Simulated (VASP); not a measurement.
Runs of VASP 6.6.1 on Cd2S. The structure is that of space group Pn-3m (No. 224), or close to it. The cells are those of the table. The cell was built from a structure type or drawn by symmetry, and may not be a known phase.

```tsv
task	cell	k mesh	cutoff (eV)	gap on the mesh (eV)	pressure (GPa)	relaxed volume (Å³/atom)
single point	a = 5.610 Å, 6 atoms	4 × 4 × 4	520	none	5.4	-
relaxation of cell and atoms	relaxed from a = 5.889 Å, 6 atoms	6 × 6 × 6	600	none	0.0	(b)
single point	a = 5.889 Å, 6 atoms	4 × 4 × 4	520	none	0.5	-
single point	a = 5.933 Å, 6 atoms	6 × 6 × 6	520	none	0.2	-
relaxation of cell and atoms	relaxed from a = 5.610 Å, 6 atoms	4 × 4 × 4	600	none	-0.1	(a)
```

Alike in all rows: level PBE; potentials or basis VASP PAW PBE potentials, release 64 (Cd, S); no spin polarisation; smearing gaussian 0.1 eV.

Q: Estimate the missing entries.

A: (a) 35.16; (b) 35.05.

Caveats: the cell stands under pressure (at least some runs); the volume moved by over 15 % at a fixed basis, so the end points are rough (at least some runs).

A k mesh can miss the band edges, and the runs leave out spin-orbit coupling on Cd.

A gap of «none» marks levels without a gap at the run's occupations.
